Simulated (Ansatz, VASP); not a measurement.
MoS: VASP beside Ansatz

File INCAR:

```
PREC = Accurate ; ENCUT = 500
EDIFF = 1E-7 ; ISMEAR = 0
SIGMA = 0.05 ; LREAL = False
LASPH = True ; NELM = 200
ALGO = Normal ; ISIF = 3
LWAVE = False ; LCHARG = False
ISPIN = 2 ; MAGMOM = 3 3 0 0
LORBIT = 11 ; LMAXMIX = 4
GGA = PE ; IBRION = 2
NSW = 80 ; EDIFFG = -0.01
GGA_COMPAT = False ; NELMIN = 4
```

Contents of KPOINTS:

```
Automatic mesh
0
Gamma
  10 10 6
```

POSCAR

```
MoS
1.0
    3.7666107367      0.0000000000      0.0000000000
   -1.8833053684      3.2619805842      0.0000000000
    0.0000000000      0.0000000000      5.2497332291
Mo S
2 2
Direct
    0.0000000000      0.0000000000      0.0000000000
    0.0000000000      0.0000000000      0.5000000000
    0.3333333333      0.6666666667      0.2500000000
    0.6666666667      0.3333333333      0.7500000000
```

Input for Ansatz:

```yaml
crystal:
  lattice:
    - [3.7666107367, 0.0, 0.0]
    - [-1.8833053684, 3.2619805842, 0.0]
    - [0.0, 0.0, 5.2497332291]
  atoms:
    - { symbol: Mo, position: [0.0, 0.0, 0.0], spin: 3.0 }
    - { symbol: Mo, position: [0.0, 0.0, 0.5], spin: 3.0 }
    - { symbol: S, position: [0.3333333333, 0.6666666667, 0.25] }
    - { symbol: S, position: [0.6666666667, 0.3333333333, 0.75] }
basis:
  ecutwfc: 420
  ecutrho_ratio: 4
kpoints:
  mp_grid: { grid: [10, 10, 6] }
hamiltonian:
  xc: pbe
scf:
  occupations: { method: gaussian, width: 0.05 }
output:
  forces: true
  stress: true
  eigenvalues: true
  populations: true
magnetization:
  spin_polarized: true
relax:
  f_tol: 0.01
  max_steps: 60
  cell: { stress_tol: 0.04 }
```

Alike in both runs: task relaxation of cell and atoms; functional PBE; k mesh 10 × 10 × 6; occupations gaussian, width 0.05 eV; collinear spin.

|  | VASP | Ansatz |
| --- | --- | --- |
| version | VASP 6.6.1 | Ansatz 0.2.0 |
| potentials or method | VASP PAW PBE potentials, release 64 (Mo_sv, S), cutoff 500 eV | scalar-relativistic, plane waves, PAW |
| valence electrons in the cell | 40 | 40 |

```tsv
	VASP	Ansatz	Ansatz less VASP
gap on the k mesh at the Fermi level, each at its own relaxed structure (eV)	none	none	-
net moment per atom (μB)	0.00	0.00	0.000
relaxed volume (Å³/atom)	15.80	15.79	-0.004
relaxed cell length with the largest relative difference (Å)	5.214	5.211	-0.0033
```

A gap of «none» marks a metal or a gap that the smearing closes. Ansatz's warnings: seeded moment not kept.
